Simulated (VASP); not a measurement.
Input of a VASP 6.6.1 run:

Contents of INCAR:

```
PREC     = Accurate       # precision mode
ENCUT    = 520            # plane-wave cutoff, eV
EDIFF    = 1E-6           # SCF threshold, eV
ISMEAR   = -1             # smearing method
SIGMA    = 0.02           # smearing width, eV
LREAL    = F              # projectors in reciprocal space
LASPH    = T              # aspherical terms in the spheres
NELM     = 80             # most SCF steps
ALGO     = Normal         # electronic algorithm
ISIF     = 2              # what is computed and relaxed
LWAVE    = F              # write WAVECAR
LCHARG   = F              # write CHGCAR
GGA      = PE             # functional
NBANDS   = 15             # bands
```

File KPOINTS:

```
Automatic mesh
0
Gamma
  6 6 6
```

The input POSCAR:

```
KBr
1.0
    4.0526033391      0.0000000000      0.0000000000
    0.0000000000      3.9758690661      0.0000000000
    0.0000000000      0.0000000000      3.9758690661
K Br
1 1
Direct
    0.0000000000      0.0000000000      0.0000000000
    0.5000000000      0.5000000000      0.5000000000
```

Potentials or basis: VASP PAW PBE potentials, release 64 (K_sv, Br).

Run with:

```sh
$ cat potpaw_PBE.64/K_sv/POTCAR potpaw_PBE.64/Br/POTCAR > POTCAR
$ mpirun -np 1 vasp_std > vasp.out
```

Problem. What does it give for the pressure?

Solution. 0.5 GPa.

Problem. What does it give for the band gap on the k mesh?

Solution. 3.93 eV, indirect (least direct gap 4.19 eV).

Stress tensor (GPa, compression positive):
```
0.05 0.00 0.00
0.00 0.76 0.00
0.00 0.00 0.76
```

Caveat: the cell differs from its parent crystal (uniaxial x strain +1.9%). A k mesh can miss the band edges.
